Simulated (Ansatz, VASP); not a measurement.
## One calculation of Se, two programs

INCAR

```
PREC     = Accurate       # precision mode
ENCUT    = 520            # plane-wave cutoff, eV
EDIFF    = 1E-7           # SCF threshold, eV
ISMEAR   = -1             # smearing method
SIGMA    = 0.1            # smearing width, eV
LREAL    = False          # projectors in reciprocal space
LASPH    = True           # aspherical terms in the spheres
NELM     = 80             # most SCF steps
ALGO     = Normal         # electronic algorithm
ISIF     = 2              # what is computed and relaxed
LWAVE    = False          # write WAVECAR
LCHARG   = False          # write CHGCAR
NBANDS   = 13             # bands
```

The input KPOINTS:

```
regular mesh
0
Gamma
  12 12 9
```

Contents of POSCAR:

```
Se
1.0
    3.4348571674      0.0000000000      0.0000000000
   -1.7174285837      2.9746735653      0.0000000000
    0.0000000000      0.0000000000      3.7091196786
Se
2
Direct
    0.3333333333      0.6666666667      0.2500000000
    0.6666666667      0.3333333333      0.7500000000
```

Input for Ansatz:

```yaml
crystal:
  lattice:
    - [3.4348571674, 0.0, 0.0]
    - [-1.7174285837, 2.9746735653, 0.0]
    - [0.0, 0.0, 3.7091196786]
  atoms:
    - { symbol: Se, position: [0.3333333333, 0.6666666667, 0.25] }
    - { symbol: Se, position: [0.6666666667, 0.3333333333, 0.75] }
hamiltonian:
  xc: lda
  pseudopotentials:
    kind: paw
    azcp:
      Se: "pseudopotentials/Se.paw.azcp"
basis:
  ecutwfc: 420
  fft_grid_basis: typed
kpoints:
  mp_grid: { grid: [12, 12, 9], shift: [0, 0, 0] }
magnetization:
  spin_polarized: false
scf:
  occupations: { method: fermi_dirac, width: 0.1 }
  lower_state_search: "off"
output:
  stress: true
```

Alike in both runs: task single point; functional LDA; k mesh 12 × 12 × 9; occupations fermi-dirac, width 0.1 eV; no spin polarisation.

```csv
,VASP,Ansatz
version,VASP 6.6.1,Ansatz 0.2.0
potentials or method,"VASP PAW LDA potentials, release 64 (Se), cutoff 520 eV","plane waves (420 eV) with PAW, scalar-relativistic"
valence electrons in the cell,12,32
```

|  | VASP | Ansatz | Ansatz less VASP |
| --- | --- | --- | --- |
| pressure (GPa) | 8.3 | 8.0 | -0.26 |
| traceless stress, the component that is largest in VASP (GPa) | 2.51 | 2.39 | -0.126 |

Ansatz warns that its potentials were made for another functional, while VASP's fit it. LDA's correlation is that of Perdew and Zunger in VASP and of Perdew and Wang (1992) in Ansatz. VASP's potentials hold 12 valence electrons a cell and Ansatz's 32, so a difference there can come from the potentials and not from the codes.
